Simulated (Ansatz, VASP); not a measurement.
One calculation of Be, two programs

Contents of INCAR:

```
SYSTEM = Be
PREC = Accurate
ENCUT = 600
EDIFF = 1E-6
ISMEAR = 0
SIGMA = 0.1
LREAL = .FALSE.
LASPH = .TRUE.
NELM = 100
ALGO = Normal
ISIF = 3
LWAVE = .FALSE.
LCHARG = .FALSE.
GGA = PS
IBRION = 2
NSW = 100
EDIFFG = -0.01
```

KPOINTS

```
regular mesh
0
G
  30 30 30
  0 0 0
```

POSCAR

```
Be
1.0
    0.0000000000      1.5731154501      1.5731154501
    1.5731154501      0.0000000000      1.5731154501
    1.5731154501      1.5731154501      0.0000000000
Be
1
Direct
    0.0000000000      0.0000000000      0.0000000000
```

Input for Ansatz:

```yaml
crystal:
  lattice:
    - [0.0, 1.5731154501, 1.5731154501]
    - [1.5731154501, 0.0, 1.5731154501]
    - [1.5731154501, 1.5731154501, 0.0]
  atoms:
    - { symbol: Be, position: [0.0, 0.0, 0.0] }
basis:
  ecutwfc: 420
kpoints:
  mp_grid: { grid: [30, 30, 30] }
hamiltonian:
  xc: pbesol
scf:
  occupations: { method: gaussian, width: 0.1 }
output:
  forces: true
  stress: true
  eigenvalues: true
relax:
  adjacent_minimum: "off"
  f_tol: 0.01
  max_steps: 80
  cell: { stress_tol: 0.05 }
```

Alike in both runs: task relaxation of cell and atoms; functional PBEsol; k mesh 30 × 30 × 30; occupations gaussian, width 0.1 eV; no spin polarisation.

```csv
,VASP,Ansatz
version,VASP 6.6.1,Ansatz 0.2.0
potentials or method,"VASP PAW PBE potentials, release 64 (Be), cutoff 600 eV","scalar-relativistic, plane waves, PAW"
valence electrons in the cell,2,2
```

|  | VASP | Ansatz | Ansatz less VASP |
| --- | --- | --- | --- |
| gap on the k mesh at the Fermi level, each at its own relaxed structure (eV) | none | none | - |
| relaxed volume (Å³/atom) | 7.81 | 7.79 | -0.022 |
| relaxed length of the cell vector where the two differ most in proportion (Å) | 2.227 | 2.225 | -0.0021 |

VASP's potentials were made for PBE, not for PBEsol. A gap of «none» marks a metal or a gap that the smearing closes.
